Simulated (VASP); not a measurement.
# N (P-1) in VASP: notebook, part 2 of 2

VASP 6.6.1.

### 3 Single point, PBEsol (the part above a cut slid along it)

Input file INCAR:

```
  ALGO = Normal
  EDIFF = 1E-7
  ENCUT = 520
  GGA = PS
  ISIF = 2
  ISMEAR = 0
  LASPH = T
  LCHARG = F
  LREAL = F
  LWAVE = F
  NBANDS = 30
  NELM = 60
  PREC = Accurate
  SIGMA = 0.05
```

Input file KPOINTS:

```
k-points
0
Gamma
  6 6 2
```

Input file POSCAR:

```
N
1.0
   -4.6258169325      0.0000000000      0.0000000000
   -2.3129084662     -4.0060749768      0.0000000000
   -0.7709694888      1.3353583256     15.2224973438
N
8
Direct
    0.0526165262      0.6140501404      0.8421504213
    0.2061447442      0.4605219224      0.3815657673
    0.0767013774      0.5899652892      0.7698958677
    0.2302295954      0.4364370712      0.3093112137
    0.6162421866      0.7170911468      0.1512734403
    0.4627139686      0.8706193648      0.6118580943
    0.6403270378      0.6930062956      0.0790188867
    0.4867988198      0.8465345136      0.5396035407
```

Potentials or basis: VASP PAW PBE potentials, release 64 (N).

The run is started by

```sh
$ cat potpaw_PBE.64/N/POTCAR > POTCAR
$ mpirun -np 1 vasp_std > vasp.out
```

OUTCAR:

```text
EDIFF = 1E-7
   ENCUT = 520
   GGA = PS
   ISIF = 2
   ISMEAR = 0
   LASPH = T
   LREAL = F
   NELM = 60
   PREC = Accurate

 ion  position               nearest neighbor table
   1  0.053  0.614  0.842-   3 1.10
   2  0.206  0.461  0.382-   4 1.10
   3  0.077  0.590  0.770-   1 1.10
   4  0.230  0.436  0.309-   2 1.10
   5  0.616  0.717  0.151-   7 1.10
   6  0.463  0.871  0.612-   8 1.10
   7  0.640  0.693  0.079-   5 1.10
   8  0.487  0.847  0.540-   6 1.10

  LATTYP: Found a base centered monoclinic cell.
 ALAT       =     4.6258169325
 B/A-ratio  =     1.7320508076
 C/A-ratio  =     3.3076086698
 COS(beta)  =    -0.1007777421

  Lattice vectors:

 A1 = (  -2.3129084662,  -4.0060749768,   0.0000000000)
 A2 = (   4.6258169325,   0.0000000000,   0.0000000000)
 A3 = (  -0.7709694888,   1.3353583256,  15.2224973438)

Analysis of symmetry for initial positions (statically):
=====================================================================
 Subroutine PRICEL returns:
[... 191 lines left out ...]
 Fermi energy:        -7.4073114680

 k-point     1 :       0.0000    0.0000    0.0000
  band No.  band energies     occupation
      1     -26.1229      2.00000
      2     -26.1163      2.00000
      3     -26.1079      2.00000
      4     -26.1065      2.00000
      5     -11.3562      2.00000
      6     -11.2133      2.00000
[... 781 lines left out ...]
     29       2.7248      0.00000
     30       2.9535      0.00000

 [... further k-points ...]

------------------------ aborting loop because EDIFF is reached ----------------------------------------

  FORCE on cell =-STRESS in cart. coord.  units (eV):
  Direction    XX          YY          ZZ          XY          YZ          ZX
  --------------------------------------------------------------------------------------
  -------------------------------------------------------------------------------------
  Total       -0.1940952     -0.1987568      7.9367068     -0.0002580      0.0003040      0.0048253
  in kB       -1.1023814     -1.1288574     45.0772590     -0.0014651      0.0017268      0.0274057
  external PRESSURE =      14.2820067 kB  Pullay stress =       0.0000000 kB

 VOLUME and BASIS-vectors are now :
 -----------------------------------------------------------------------------
  energy-cutoff  :      520.00
  volume of cell :      282.09
      direct lattice vectors                 reciprocal lattice vectors
    -4.625816933  0.000000000  0.000000000    -0.216178032  0.124810445 -0.021897414
    -2.312908466 -4.006074977  0.000000000     0.000000000 -0.249620890  0.021897414
    -0.770969489  1.335358326 15.222497344     0.000000000  0.000000000  0.065692243

 POSITION                                       TOTAL-FORCE (eV/Angst)
 -----------------------------------------------------------------------------------
     -2.31291     -1.33536     12.81963        -0.005756     -0.000084      1.894373
     -2.31291     -1.33536      5.80838         0.000027     -0.000044      1.883451
     -2.31291     -1.33536     11.71974         0.002799     -0.000105     -1.892660
     -2.31291     -1.33536      4.70849        -0.000033      0.000056     -1.883968
     -4.62582     -2.67072      2.30276        -0.002799      0.000105      1.892660
     -4.62582     -2.67072      9.31401         0.000033     -0.000056      1.883968
     -4.62582     -2.67072      1.20286         0.005756      0.000084     -1.894373
     -4.62582     -2.67072      8.21411        -0.000027      0.000044     -1.883451
 -----------------------------------------------------------------------------------
    total drift:                               -0.000000      0.000000      0.000003

  FREE ENERGIE OF THE ION-ELECTRON SYSTEM (eV)
  ---------------------------------------------------
  free  energy   TOTEN  =       -68.2472208167 eV

  energy  without entropy=      -68.2472208167  energy(sigma->0) =      -68.24722082
```

Run time: 8.6 min. Hardware: 1 thread of Intel Xeon 8259CL, shared host; peak memory 0.52 GiB.

Results:

| Quantity | Value |
| --- | --- |
| Free energy | -68.2472 eV |
| Pressure | 1.4 GPa |
| Largest force | 1.894 eV/Å |
| Band gap on the k mesh | 7.44 eV (least direct gap 7.63 eV) |

Forces in eV/Å, atoms in the order of the input:
```
N   -0.006  0.000  1.894
N    0.000  0.000  1.883
N    0.003  0.000 -1.893
N    0.000  0.000 -1.884
N   -0.003  0.000  1.893
N    0.000  0.000  1.884
N    0.006  0.000 -1.894
N    0.000  0.000 -1.883
```

Stress tensor (GPa, compression positive):
```
-0.11  0.00  0.00
 0.00 -0.11  0.00
 0.00  0.00  4.51
```

Levels at points of the mesh, in eV from the valence-band top:
| k point | band 17 | band 18 | band 19 | band 20 | band 21 | band 22 | band 23 | band 24 |
| --- | --- | --- | --- | --- | --- | --- | --- | --- |
| (0.00, 0.00, 0.00) | -0.65 | -0.38 | -0.23 | 0.00 | 7.88 | 7.89 | 7.98 | 8.01 |
| (0.50, 0.00, 0.00) | -0.34 | -0.32 | -0.18 | -0.16 | 7.56 | 7.65 | 7.70 | 7.88 |
| (0.00, 0.50, 0.00) | -0.37 | -0.26 | -0.25 | -0.13 | 7.52 | 7.70 | 7.73 | 7.78 |
| (0.50, 0.50, 0.00) | -0.36 | -0.27 | -0.24 | -0.14 | 7.53 | 7.71 | 7.71 | 7.82 |
| (0.00, 0.00, 0.50) | -0.61 | -0.47 | -0.15 | -0.03 | 7.88 | 7.89 | 7.98 | 8.01 |
| (0.50, 0.00, 0.50) | -0.36 | -0.27 | -0.24 | -0.14 | 7.54 | 7.70 | 7.71 | 7.81 |
| (0.00, 0.50, 0.50) | -0.34 | -0.33 | -0.17 | -0.17 | 7.57 | 7.60 | 7.71 | 7.87 |
| (0.50, 0.50, 0.50) | -0.35 | -0.32 | -0.18 | -0.17 | 7.56 | 7.64 | 7.70 | 7.88 |

Caveat: the cell differs from its parent crystal (the part above a cut slid along it); the standard files for N, O and F lose accuracy on very short bonds; this functional lacks dispersion, which holds the molecules together, so the pressure and a relaxed volume are unreliable; the PAW data sets were made with another functional, which shifts forces and pressure a little.

### 4 Single point, PBEsol

This run uses another cell than the first one, of 32.48 Å³/atom.

Input file INCAR:

```
PREC = Accurate ; ENCUT = 520
EDIFF = 1E-7 ; ISMEAR = 0
SIGMA = 0.05 ; LREAL = F
LASPH = T ; NELM = 80
ALGO = Normal ; ISIF = 2
LWAVE = F ; LCHARG = T
GGA = PS ; LELF = T
LVHAR = T ; NBANDS = 30
```

Input file KPOINTS:

```
regular mesh
0
Gamma
  6 6 2
```

Input file POSCAR:

```
N
1.0
   -4.6258169325      0.0000000000      0.0000000000
   -2.3129084662     -4.0060749768      0.0000000000
   -0.5782271166      1.0015187442     14.0224973438
N
8
Direct
    0.1047786002      0.5618880664      0.9142189324
    0.2297786002      0.4368880664      0.4142189324
    0.1243880664      0.5422786002      0.8357810676
    0.2493880664      0.4172786002      0.3357810676
    0.6256119336      0.7077213998      0.1642189324
    0.5006119336      0.8327213998      0.6642189324
    0.6452213998      0.6881119336      0.0857810676
    0.5202213998      0.8131119336      0.5857810676
```

The run is started by

```sh
$ cat potpaw_PBE.64/N/POTCAR > POTCAR
$ mpirun -np 1 vasp_std > vasp.out
```

Run time: 1.9 min. Hardware: 1 thread of Intel Xeon 6975P-C (Granite Rapids), shared host; peak memory 0.48 GiB.

The run converged. Its results:

```yaml
Free_energy: -68.2289 eV
Pressure: 1.6 GPa
Largest_force: 1.906 eV/Å
Band_gap_on_the_k_mesh: 7.28 eV (least direct gap 7.40 eV)
```

Forces in eV/Å, atoms in the order of the input:
```
N   -0.104  0.021  1.828
N    0.000  0.000  1.884
N    0.022 -0.005 -1.906
N    0.000  0.000 -1.884
N   -0.022  0.005  1.906
N    0.000  0.000  1.884
N    0.104 -0.021 -1.828
N    0.000  0.000 -1.884
```

Stress tensor (GPa, compression positive):
```
-0.03 -0.02  0.09
-0.02 -0.12 -0.02
 0.09 -0.02  5.03
```

Levels at points of the mesh, in eV from the valence-band top:
```tsv
k point	band 16	band 17	band 18	band 19	band 20	band 21	band 22	band 23	band 24	band 25
(0.00, 0.00, 0.00)	-1.78	-0.85	-0.44	-0.36	0.00	7.69	7.79	7.81	7.91	7.99
(0.50, 0.00, 0.00)	-1.80	-0.53	-0.44	-0.28	-0.18	7.44	7.55	7.62	7.77	7.86
(0.00, 0.50, 0.00)	-1.79	-0.60	-0.41	-0.33	-0.08	7.32	7.53	7.60	7.69	7.88
(0.50, 0.50, 0.00)	-1.81	-0.54	-0.41	-0.34	-0.14	7.41	7.59	7.65	7.67	7.82
(0.00, 0.00, 0.50)	-1.78	-0.74	-0.67	-0.17	-0.06	7.73	7.74	7.81	7.94	7.96
(0.50, 0.00, 0.50)	-1.82	-0.55	-0.39	-0.33	-0.17	7.46	7.58	7.62	7.67	7.79
(0.00, 0.50, 0.50)	-1.80	-0.60	-0.44	-0.29	-0.09	7.36	7.48	7.62	7.64	7.84
(0.50, 0.50, 0.50)	-1.81	-0.54	-0.44	-0.29	-0.15	7.47	7.50	7.61	7.76	7.85
```

Caveat: the standard files for N, O and F lose accuracy on very short bonds; the stress differs along the axes, from -0 to 5 GPa; this functional lacks dispersion, which holds the molecules together, so the pressure and a relaxed volume are unreliable; the PAW data sets were made with another functional, which shifts forces and pressure a little.

### 5 Single point, PBEsol (the part above a cut slid along it)

Input file INCAR:

```
SYSTEM = N
  PREC = Accurate
  ENCUT = 520
  EDIFF = 1E-6
  ISMEAR = 0
  SIGMA = 0.05
  LREAL = .FALSE.
  LASPH = .TRUE.
  NELM = 80
  ALGO = Normal
  ISIF = 2
  LWAVE = .FALSE.
  LCHARG = .TRUE.
  GGA = PS
  LELF = .TRUE.
  LVHAR = .TRUE.
  NBANDS = 30
```

Input file KPOINTS:

```
Automatic mesh
0
G
  6 6 2
  0 0 0
```

Input file POSCAR:

```
N
1.0
   -4.6258169325      0.0000000000      0.0000000000
   -2.3129084662     -4.0060749768      0.0000000000
   -0.7709694888      1.3353583256     14.3224973438
N
8
Direct
    0.0349767864      0.6316898802      0.8950696407
    0.1981524418      0.4685142249      0.4055426746
    0.0605750864      0.6060915802      0.8182747407
    0.2237507418      0.4429159249      0.3287477746
    0.6130736028      0.7202597305      0.1607791915
    0.4498979475      0.8834353859      0.6503061576
    0.6386719028      0.6946614305      0.0839842915
    0.4754962474      0.8578370859      0.5735112577
```

The run is started by

```sh
$ cat potpaw_PBE.64/N/POTCAR > POTCAR
$ mpirun -np 1 vasp_std > vasp.out
```

It took 1.8 min on 1 thread of Intel Xeon 6975P-C (Granite Rapids), shared host; peak memory 0.49 GiB.

Results (log left out):

```yaml
Free_energy: -68.2341 eV
Pressure: 1.6 GPa
Largest_force: 1.905 eV/Å
Band_gap_on_the_k_mesh: 7.35 eV (least direct gap 7.47 eV)
```

Forces on the atoms (eV/Å):
```
N   -0.070  0.000  1.847
N    0.000  0.000  1.883
N    0.018  0.000 -1.905
N    0.000  0.000 -1.883
N   -0.018  0.000  1.905
N    0.000  0.000  1.883
N    0.070  0.000 -1.847
N    0.000  0.000 -1.883
```

Stress tensor (GPa, compression positive):
```
-0.07  0.00  0.06
 0.00 -0.12  0.00
 0.06  0.00  4.90
```

Levels at points of the mesh, in eV from the valence-band top:
```csv
k point,band 17,band 18,band 19,band 20,band 21,band 22,band 23,band 24
"(0.00, 0.00, 0.00)",-0.79,-0.38,-0.35,0.00,7.78,7.83,7.86,7.98
"(0.50, 0.00, 0.00)",-0.49,-0.40,-0.25,-0.14,7.49,7.56,7.62,7.84
"(0.00, 0.50, 0.00)",-0.53,-0.37,-0.30,-0.09,7.38,7.60,7.65,7.71
"(0.50, 0.50, 0.00)",-0.49,-0.37,-0.31,-0.12,7.45,7.64,7.67,7.72
"(0.00, 0.00, 0.50)",-0.66,-0.65,-0.13,-0.08,7.78,7.83,7.85,7.97
"(0.50, 0.00, 0.50)",-0.50,-0.36,-0.30,-0.13,7.46,7.64,7.66,7.71
"(0.00, 0.50, 0.50)",-0.52,-0.41,-0.26,-0.10,7.43,7.51,7.66,7.74
"(0.50, 0.50, 0.50)",-0.49,-0.41,-0.26,-0.14,7.49,7.55,7.62,7.83
```

Caveat: the cell differs from its parent crystal (the part above a cut slid along it); the standard files for N, O and F lose accuracy on very short bonds; the stress differs along the axes, from -0 to 5 GPa; this functional lacks dispersion, which holds the molecules together, so the pressure and a relaxed volume are unreliable; the PAW data sets were made with another functional, which shifts forces and pressure a little. A k mesh can miss the band edges.

### 6 Overview

| cell | gap on the mesh (eV) | pressure (GPa) | largest force (eV/Å) |
| --- | --- | --- | --- |
| a = 4.626, b = 4.626, c = 15.242 Å, angles 91.4, 88.6, 60.0°, 8 atoms | 7.43 | 1.4 | 1.90 |
| a = 4.626, b = 4.626, c = 15.300 Å, angles 92.9, 87.1, 60.0°, 8 atoms | 7.44 | 1.4 | 1.89 |
| a = 4.626, b = 4.626, c = 14.070 Å, angles 92.4, 87.6, 60.0°, 8 atoms | 7.28 | 1.6 | 1.91 |
| a = 4.626, b = 4.626, c = 14.405 Å, angles 93.1, 86.9, 60.0°, 8 atoms | 7.35 | 1.6 | 1.91 |

Alike in all rows: task single point; level PBEsol; potentials or basis VASP PAW PBE potentials, release 64 (N); no spin polarisation; k mesh 6 × 6 × 2; cutoff (eV) 520; smearing gaussian 0.05 eV.

Caveats: the standard files for N, O and F lose accuracy on very short bonds; this functional lacks dispersion, which holds the molecules together, so the pressure and a relaxed volume are unreliable; the PAW data sets were made with another functional, which shifts forces and pressure a little; the stress differs along the axes, from -0 to 5 GPa (at least some runs).

Total energies depend on the potentials used, so only differences within one code and one set of settings carry meaning.
